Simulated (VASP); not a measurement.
# Sc3GeH (I4/mcm) in VASP: further runs, part 2 of 2

VASP 6.6.1. The steps go on from the part before.

### 3 Single point, PBE

INCAR reads:

```
PREC = Accurate ; ENCUT = 520
EDIFF = 1E-6 ; ISMEAR = -1
SIGMA = 0.1 ; LREAL = False
LASPH = True ; NELM = 60
ALGO = Normal ; ISIF = 2
LWAVE = False ; LCHARG = True
GGA = PE ; LELF = True
LVHAR = True ; NBANDS = 59
NELECT = 95.0
```

KPOINTS reads:

```
regular mesh
0
Gamma
  4 4 4
```

POSCAR reads:

```
Sc3GeH
1.0
    0.0000000000      5.8145690000      0.0000000000
    5.8145690000      0.0000000000      0.0000000000
    2.9072850000      2.9072850000     -4.3598460000
Ge Sc H
2 6 2
Direct
    0.7500000000      0.2500000000      0.5000000000
    0.2500000000      0.7500000000      0.5000000000
    0.7000000000      0.2000000000      0.0000000000
    0.2000000000      0.3000000000      0.0000000000
    0.3000000000      0.8000000000      0.0000000000
    0.8000000000      0.7000000000      0.0000000000
    0.2500000000      0.2500000000      0.5000000000
    0.7500000000      0.7500000000      0.5000000000
    0.0000000000      0.0000000000      0.0000000000
    0.5000000000      0.5000000000      0.0000000000
```

Potentials or basis: VASP PAW PBE potentials, release 64 (Ge_d, Sc_sv, H).

Run with:

```sh
> cat potpaw_PBE.64/Ge_d/POTCAR potpaw_PBE.64/Sc_sv/POTCAR potpaw_PBE.64/H/POTCAR > POTCAR
> mpirun -np 1 vasp_std > vasp.out
```

OUTCAR:

```text
PREC = Accurate
   ENCUT = 520
   EDIFF = 1E-6
   ISMEAR = -1
   LREAL = False
   LASPH = True
   NELM = 60
   ISIF = 2
   GGA = PE
   NELECT = 95.0

 ion  position               nearest neighbor table
   1  0.750  0.250  0.500-   5 2.73   4 2.73   6 2.73   3 2.73   7 2.91   8 2.91   8 2.91   7 2.91

   2  0.250  0.750  0.500-   3 2.73   6 2.73   4 2.73   5 2.73   7 2.91   8 2.91   7 2.91   8 2.91

   3  0.700  0.200  0.000-   9 2.10  10 2.10   2 2.73   1 2.73   6 2.96   4 2.96   6 2.96   4 2.96
                             7 3.02   8 3.02   8 3.02   7 3.02   5 3.29
   4  0.200  0.300  0.000-   9 2.10  10 2.10   1 2.73   2 2.73   5 2.96   3 2.96   5 2.96   3 2.96
                             8 3.02   8 3.02   7 3.02   7 3.02   6 3.29
   5  0.300  0.800  0.000-   9 2.10  10 2.10   1 2.73   2 2.73   6 2.96   4 2.96   4 2.96   6 2.96
                             7 3.02   8 3.02   7 3.02   8 3.02   3 3.29
   6  0.800  0.700  0.000-   9 2.10  10 2.10   1 2.73   2 2.73   5 2.96   3 2.96   3 2.96   5 2.96
                             7 3.02   7 3.02   8 3.02   8 3.02   4 3.29
   7  0.250  0.250  0.500-   1 2.91   2 2.91   2 2.91   1 2.91   6 3.02   6 3.02   5 3.02   3 3.02
                             5 3.02   3 3.02   4 3.02   4 3.02
[... 1007 lines left out ...]

------------------------ aborting loop because EDIFF is reached ----------------------------------------

  FORCE on cell =-STRESS in cart. coord.  units (eV):
  Direction    XX          YY          ZZ          XY          YZ          ZX
  --------------------------------------------------------------------------------------
  -------------------------------------------------------------------------------------
  Total        4.2421141      4.2421141      6.9323399      0.0000000     -0.0000008     -0.0000008
  in kB       46.1091083     46.1091083     75.3501677      0.0000000     -0.0000086     -0.0000086
  external PRESSURE =      55.8561281 kB  Pullay stress =       0.0000000 kB

 VOLUME and BASIS-vectors are now :
 -----------------------------------------------------------------------------
  energy-cutoff  :      520.00
  volume of cell :      147.40
      direct lattice vectors                 reciprocal lattice vectors
     0.000000000  5.814569000  0.000000000     0.000000000  0.171981793  0.114682970
     5.814569000  0.000000000  0.000000000     0.171981793  0.000000000  0.114682970
     2.907285000  2.907285000 -4.359846000     0.000000000  0.000000000 -0.229365900

 POSITION                                       TOTAL-FORCE (eV/Angst)
 -----------------------------------------------------------------------------------
      2.90728      5.81457     -2.17992        -0.000000     -0.000000     -0.000000
      5.81457      2.90728     -2.17992         0.000000     -0.000000     -0.000000
      1.16291      4.07020      0.00000         0.667108      0.667108     -0.000000
      1.74437      1.16291      0.00000        -0.667108      0.667108      0.000000
      4.65166      1.74437      0.00000        -0.667108     -0.667108     -0.000000
      4.07020      4.65166      0.00000         0.667108     -0.667108     -0.000000
      2.90728      2.90728     -2.17992         0.000000     -0.000000     -0.000000
      5.81457      5.81457     -2.17992        -0.000000     -0.000000     -0.000000
      0.00000      0.00000      0.00000        -0.000000     -0.000000     -0.000000
      2.90728      2.90728      0.00000        -0.000000     -0.000000     -0.000000
 -----------------------------------------------------------------------------------
    total drift:                                0.000000      0.000000     -0.000000

  FREE ENERGIE OF THE ION-ELECTRON SYSTEM (eV)
  ---------------------------------------------------
  free  energy   TOTEN  =       -62.9715105933 eV

  energy  without entropy=      -62.5532271691  energy(sigma->0) =      -62.76236888
```

OSZICAR:

```text
N       E                     dE             d eps       ncg     rms          rms(c)
DAV:   1     0.204835298986E+04    0.20484E+04   -0.38905E+04  1647   0.294E+03
DAV:   2     0.246348936690E+03   -0.18020E+04   -0.17519E+04  1966   0.103E+03
DAV:   3    -0.411543335693E+02   -0.28750E+03   -0.27848E+03  2214   0.423E+02
DAV:   4    -0.676389747082E+02   -0.26485E+02   -0.25135E+02  2284   0.118E+02
DAV:   5    -0.692161041220E+02   -0.15771E+01   -0.14999E+01  2508   0.273E+01    0.203E+01
DAV:   6    -0.633646416820E+02    0.58515E+01   -0.17133E+01  2132   0.356E+01    0.674E+00
DAV:   7    -0.630093074881E+02    0.35533E+00   -0.35235E+00  2044   0.154E+01    0.213E+00
DAV:   8    -0.629832512451E+02    0.26056E-01   -0.28587E-01  2204   0.455E+00    0.132E+00
DAV:   9    -0.629730943852E+02    0.10157E-01   -0.10745E-01  2228   0.282E+00    0.583E-01
DAV:  10    -0.629716480641E+02    0.14463E-02   -0.20948E-02  2180   0.122E+00    0.151E-01
DAV:  11    -0.629715451468E+02    0.10292E-03   -0.42658E-03  2268   0.514E-01    0.551E-02
DAV:  12    -0.629715215061E+02    0.23641E-04   -0.27333E-04  2292   0.144E-01    0.205E-02
DAV:  13    -0.629715097892E+02    0.11717E-04   -0.51573E-05  2132   0.557E-02    0.104E-02
DAV:  14    -0.629715105933E+02   -0.80409E-06   -0.38278E-06  1524   0.173E-02
   1 F= -.62971511E+02 E0= -.62762369E+02  d E =-.418283E+00
```

stdout:

```text
POSCAR found type information on POSCAR GeScH
 POSCAR found :  3 types and      10 ions
 scaLAPACK will be used
 LDA part: xc-table for (Slater+PW92), standard interpolation
 POSCAR, INCAR and KPOINTS ok, starting setup
 FFT: planning ... GRIDC
 FFT: planning ... GRID_SOFT
 FFT: planning ... GRID
 WAVECAR not read
 entering main loop
 the old and the new charge density differ
 old charge density:    96.00000 new   95.00000
    0.203E+01
```

Run time: 2.6 min. Hardware: 1 thread of Intel Xeon Platinum 8259CL at 2.50GHz (Skylake/Cascade Lake), shared host; peak memory 0.37 GiB.

Results:

| Quantity | Value |
| --- | --- |
| Free energy | -62.9715 eV |
| Largest force | 0.943 eV/Å |

Forces in eV/Å, atoms in the order of the input:
```
Ge   0.000  0.000  0.000
Ge   0.000  0.000  0.000
Sc   0.667  0.667  0.000
Sc  -0.667  0.667  0.000
Sc  -0.667 -0.667  0.000
Sc   0.667 -0.667  0.000
Sc   0.000  0.000  0.000
Sc   0.000  0.000  0.000
H    0.000  0.000  0.000
H    0.000  0.000  0.000
```

Caveat: the k points lie up to 0.36 Å⁻¹ apart; the cell carries a net charge on a neutralising background, which shifts energy and pressure; the cell is charged against a uniform background, so pressure and absolute levels hang on convention.

### 4 Single point, PBE

INCAR reads:

```
SYSTEM = Sc3GeH
PREC = Accurate
ENCUT = 520
EDIFF = 1E-7
ISMEAR = -5
SIGMA = 0.1
LREAL = .False.
LASPH = .True.
NELM = 60
ALGO = Normal
ISIF = 2
LWAVE = .False.
LCHARG = .False.
GGA = PE
NELECT = 95.0
NBANDS = 59
```

KPOINTS reads:

```
regular mesh
0
Gamma
  4 4 4
  0 0 0
```

POSCAR is that of step 3.

Potentials or basis: VASP PAW PBE potentials, release 64 (Ge_d, Sc_sv, H).

Run with:

```sh
> cat potpaw_PBE.64/Ge_d/POTCAR potpaw_PBE.64/Sc_sv/POTCAR potpaw_PBE.64/H/POTCAR > POTCAR
> mpirun -np 1 vasp_std > vasp.out
```

OUTCAR:

```text
SYSTEM = Sc3GeH
   PREC = Accurate
   ENCUT = 520
   EDIFF = 1E-7
   ISMEAR = -5
   LREAL = .False.
   LASPH = .True.
   NELM = 60
   ISIF = 2
   GGA = PE
   NELECT = 95.0

 ion  position               nearest neighbor table
   1  0.750  0.250  0.500-   5 2.73   4 2.73   6 2.73   3 2.73   7 2.91   8 2.91   8 2.91   7 2.91

   2  0.250  0.750  0.500-   3 2.73   6 2.73   4 2.73   5 2.73   7 2.91   8 2.91   7 2.91   8 2.91

   3  0.700  0.200  0.000-   9 2.10  10 2.10   2 2.73   1 2.73   6 2.96   4 2.96   6 2.96   4 2.96
                             7 3.02   8 3.02   8 3.02   7 3.02   5 3.29
[... 1027 lines left out ...]
  external PRESSURE =      53.6257621 kB  Pullay stress =       0.0000000 kB

 VOLUME and BASIS-vectors are now :
 -----------------------------------------------------------------------------
  energy-cutoff  :      520.00
  volume of cell :      147.40
      direct lattice vectors                 reciprocal lattice vectors
     0.000000000  5.814569000  0.000000000     0.000000000  0.171981793  0.114682970
     5.814569000  0.000000000  0.000000000     0.171981793  0.000000000  0.114682970
     2.907285000  2.907285000 -4.359846000     0.000000000  0.000000000 -0.229365900

 POSITION                                       TOTAL-FORCE (eV/Angst)
 -----------------------------------------------------------------------------------
      2.90728      5.81457     -2.17992         0.000000      0.000000      0.000000
      5.81457      2.90728     -2.17992        -0.000000     -0.000000      0.000000
      1.16291      4.07020      0.00000         0.637476      0.637476     -0.000000
      1.74437      1.16291      0.00000        -0.637476      0.637476      0.000000
      4.65166      1.74437      0.00000        -0.637476     -0.637476      0.000000
      4.07020      4.65166      0.00000         0.637476     -0.637476     -0.000000
      2.90728      2.90728     -2.17992         0.000000      0.000000     -0.000000
      5.81457      5.81457     -2.17992        -0.000000     -0.000000      0.000000
      0.00000      0.00000      0.00000        -0.000000     -0.000000      0.000000
      2.90728      2.90728      0.00000        -0.000000     -0.000000      0.000000
 -----------------------------------------------------------------------------------
    total drift:                                0.000000      0.000000     -0.000000

  FREE ENERGIE OF THE ION-ELECTRON SYSTEM (eV)
  ---------------------------------------------------
  free  energy   TOTEN  =       -62.7654628535 eV

  energy  without entropy=      -62.7654628535  energy(sigma->0) =      -62.76546285
```

It took 3.7 min on 1 thread of Intel Xeon Platinum 8259CL at 2.50GHz (Skylake/Cascade Lake), shared host; peak memory 0.37 GiB.

Results:

```
Free energy   : -62.7655 eV
Largest force : 0.902 eV/Å
```

Forces in eV/Å, atoms in the order of the input:
```
Ge   0.000  0.000  0.000
Ge   0.000  0.000  0.000
Sc   0.637  0.637  0.000
Sc  -0.637  0.637  0.000
Sc  -0.637 -0.637  0.000
Sc   0.637 -0.637  0.000
Sc   0.000  0.000  0.000
Sc   0.000  0.000  0.000
H    0.000  0.000  0.000
H    0.000  0.000  0.000
```

Caveat: the k points lie up to 0.36 Å⁻¹ apart; the cell carries a net charge on a neutralising background, which shifts energy and pressure; the cell is charged against a uniform background, so pressure and absolute levels hang on convention; tetrahedron occupations give inexact forces and stress in metals.

### 5 Single point, PBE

INCAR reads:

```
SYSTEM = Sc3GeH
ALGO     = Normal         ! electronic algorithm
EDIFF    = 1E-6           ! SCF threshold, eV
ENCUT    = 520            ! plane-wave cutoff, eV
GGA      = PE             ! functional
ISIF     = 2              ! what is computed and relaxed
ISMEAR   = -5             ! smearing method
ISYM     = 0            
LASPH    = .True.         ! aspherical terms in the spheres
LCHARG   = .False.        ! write CHGCAR
LREAL    = .False.        ! projectors in reciprocal space
LWAVE    = .False.        ! write WAVECAR
NBANDS   = 59             ! bands
NELECT   = 95.0         
NELM     = 100            ! most SCF steps
PREC     = Accurate       ! precision mode
SIGMA    = 0.1            ! smearing width, eV
```

KPOINTS reads:

```
Automatic mesh
0
Gamma
  4 4 4
  0.5 0.5 0.5
```

POSCAR is that of step 4.

Run with:

```sh
> cat potpaw_PBE.64/Ge_d/POTCAR potpaw_PBE.64/Sc_sv/POTCAR potpaw_PBE.64/H/POTCAR > POTCAR
> mpirun -np 1 vasp_std > vasp.out
```

Run time: 14 min. Hardware: 1 thread of Intel Xeon Platinum 8259CL at 2.50GHz (Skylake/Cascade Lake), shared host; peak memory 0.61 GiB.

Results (log left out):

```yaml
Free_energy: -62.7894 eV
Largest_force: 0.941 eV/Å
```

Forces on the atoms (eV/Å):
```
Ge   0.003  0.003 -0.004
Ge  -0.003 -0.003  0.004
Sc   0.665  0.665  0.001
Sc  -0.661  0.661  0.000
Sc  -0.665 -0.665 -0.001
Sc   0.661 -0.661  0.000
Sc  -0.003  0.003  0.000
Sc   0.003 -0.003  0.000
H    0.000  0.000  0.000
H    0.000  0.000  0.000
```

Levels at points of the mesh, in eV from the Fermi level:
| k point | band 43 | band 44 | band 45 | band 46 | band 47 | band 48 | band 49 | band 50 | band 51 | band 52 |
| --- | --- | --- | --- | --- | --- | --- | --- | --- | --- | --- |
| (0.12, 0.12, 0.12) | -1.58 | -1.28 | -1.28 | -1.26 | -0.95 | -0.90 | -0.31 | -0.14 | -0.10 | 0.38 |

Caveat: the k points lie up to 0.36 Å⁻¹ apart; the cell carries a net charge on a neutralising background, which shifts energy and pressure; the cell is charged against a uniform background, so pressure and absolute levels hang on convention; tetrahedron occupations give inexact forces and stress in metals.
